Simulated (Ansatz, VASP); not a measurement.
One calculation of BeCdS4, two programs

```
CELL_PARAMETERS angstrom
5.58757 0.00000 0.00000
0.00000 5.58757 0.00000
0.00000 0.00000 3.82224
ATOMIC_POSITIONS crystal
Be 0.00000 0.00000 0.00000
Cd 0.50000 0.50000 0.50000
S 0.12906 0.63666 0.00000
S 0.87094 0.36334 0.00000
S 0.36334 0.12906 0.00000
S 0.63666 0.87094 0.00000
```

Alike in both runs: task relaxation of cell and atoms; functional PBE; k mesh 6 × 6 × 8; occupations gaussian, width 0.1 eV; no spin polarisation.

|  | VASP | Ansatz |
| --- | --- | --- |
| version | VASP 6.6.1 | Ansatz 0.2.0 |
| potentials or method | VASP PAW PBE potentials, release 64 (Be, Cd, S), cutoff 600 eV | scalar-relativistic, plane waves, PAW |
| valence electrons in the cell | 38 | 46 |

```csv
,VASP,Ansatz,Ansatz less VASP
"gap on the k mesh at the Fermi level, each at its own relaxed structure (eV)",none,none,-
relaxed volume (Å³/atom),19.98,19.95,-0.033
relaxed cell length with the largest relative difference (Å),3.861,3.855,-0.0052
```

A gap of «none» marks a metal or a gap that the smearing closes. VASP's potentials hold 38 valence electrons a cell and Ansatz's 46, so a difference there can come from the potentials and not from the codes.
